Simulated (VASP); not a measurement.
Input of a VASP 6.6.1 run:

Contents of INCAR:

```
SYSTEM = C
PREC = Accurate ; ENCUT = 520
EDIFF = 1E-6 ; ISMEAR = 0
SIGMA = 0.05 ; LREAL = .FALSE.
LASPH = .TRUE. ; NELM = 80
ALGO = Normal ; ISIF = 2
LWAVE = .FALSE. ; LCHARG = .FALSE.
GGA = PS ; NBANDS = 11
```

KPOINTS

```
Automatic mesh
0
G
  22 22 22
  0 0 0
```

POSCAR

```
C
1.0
    0.0000000000      1.7281381317      1.7281381317
    1.7281381317      0.0000000000      1.7281381317
    1.7281381317      1.7281381317      0.0000000000
C
2
Direct
    0.0000000000      0.0000000000      0.0000000000
    0.2500000000      0.2500000000      0.2500000000
```

Potentials or basis: VASP PAW PBE potentials, release 64 (C).

The run is started by

```console
$ cat potpaw_PBE.64/C/POTCAR > POTCAR
$ mpirun -np 1 vasp_std > vasp.out
```

Question: Predict the pressure.

Answer: 45.3 GPa.

Question: Estimate the band gap on the k mesh.

Answer: 4.22 eV, indirect (least direct gap 5.80 eV).

Caveat: the PAW data sets were made with another functional, which shifts forces and pressure a little. A k mesh can miss the band edges.
